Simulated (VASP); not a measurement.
Write the native input for VASP 6.6.1 that does the following.

```
Task                   : single point
Functional             : r2SCAN
Potentials or basis    : VASP PAW PBE potentials, release 64 (Mg, O)
Cutoff                 : 520 eV
k mesh                 : 10 × 10 × 10
Occupations            : gaussian, width 0.05 eV
Spin                   : no spin polarisation
Dipole correction      : no
Further INCAR settings : ALGO = Normal; EDIFF = 1e-07; NBANDS = 11
```

MgO:

```
Mg O
1.0
     0.00000    2.13515    2.13515
     2.13515    0.00000    2.13515
     2.13515    2.13515    0.00000
Mg O
1 1
Direct
  0.00000 0.00000 0.00000
  0.49415 0.49415 0.50585
```

This cell differs from its parent crystal: all O atoms moved +0.025 Å, as atom 2 towards its neighbour atom 1 (Mg) at 2.135 Å.

These files were run (other wordings do the same):

POSCAR

```
MgO
1.0
    0.0000000000      2.1351500000      2.1351500000
    2.1351500000      0.0000000000      2.1351500000
    2.1351500000      2.1351500000      0.0000000000
Mg O
1 1
Direct
    0.0000000000      0.0000000000      0.0000000000
    0.4941456104      0.4941456104      0.5058543896
```

INCAR.step1

```
  PREC = Accurate
  ENCUT = 520
  ISMEAR = 0
  SIGMA = 0.05
  LREAL = F
  LASPH = T
  NELM = 80
  NBANDS = 11
  GGA = PE
  ALGO = Normal
  EDIFF = 1E-4
  LWAVE = T
  LCHARG = F
```

INCAR.step2

```
  PREC = Accurate
  ENCUT = 520
  EDIFF = 1E-7
  ISMEAR = 0
  SIGMA = 0.05
  LREAL = F
  LASPH = T
  NELM = 80
  ALGO = Normal
  ISIF = 2
  LWAVE = F
  LCHARG = T
  METAGGA = R2SCAN
  LMIXTAU = T
  LELF = T
  LVHAR = T
  NBANDS = 11
  ISTART = 1
```

KPOINTS

```
regular mesh
0
Gamma
  10 10 10
```

Potentials or basis: VASP PAW PBE potentials, release 64 (Mg, O).

The run is started by

```sh
$ cat potpaw_PBE.64/Mg/POTCAR potpaw_PBE.64/O/POTCAR > POTCAR
$ cp INCAR.step1 INCAR
$ mpirun -np 1 vasp_std > vasp.out
$ cp INCAR.step2 INCAR
$ mpirun -np 1 vasp_std > vasp.out
```

Results of the run:

| Property | Result |
| --- | --- |
| Pressure | -8.1 GPa |
| Largest force | 0.113 eV/Å |
| Band gap on the k mesh | 5.20 eV, direct |

Caveat: the cell differs from its parent crystal (all O atoms moved +0.025 Å, as atom 2 towards its neighbour atom 1 (Mg) at 2.135 Å); the PAW data sets were made with another functional, which shifts forces and pressure a little.

Run time: 29 s on 1 thread of Intel(R) Xeon(R) 6975P-C (Granite Rapids) (shared host), peak memory 0.16 GiB.
